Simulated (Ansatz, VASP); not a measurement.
## NaF in VASP and in Ansatz

```
CELL_PARAMETERS angstrom
0.00000 2.35057 2.35057
2.35057 0.00000 2.35057
2.35057 2.35057 0.00000
ATOMIC_POSITIONS crystal
Na 0.00000 0.00000 0.00000
F 0.50000 0.50000 0.50000
```

Alike in both runs: task single point; functional PBE; k mesh 16 × 16 × 16; occupations gaussian, width 0.2 eV; no spin polarisation.

```csv
,VASP,Ansatz
version,VASP 6.6.1,Ansatz 0.2.0
potentials or method,"VASP PAW PBE potentials, release 64 (Na_pv, F), cutoff 520 eV","all-electron LAPW, scalar-relativistic"
```

Ansatz gave:

```
gap on the k mesh at the Fermi level (eV) : 6.08
pressure (GPa)                            : 0.0
```

Task: Estimate VASP's values.

Result: gap on the k mesh at the Fermi level (eV): 6.07; pressure (GPa): -0.2.

Ansatz ran all-electron here, and VASP with PAW potentials.
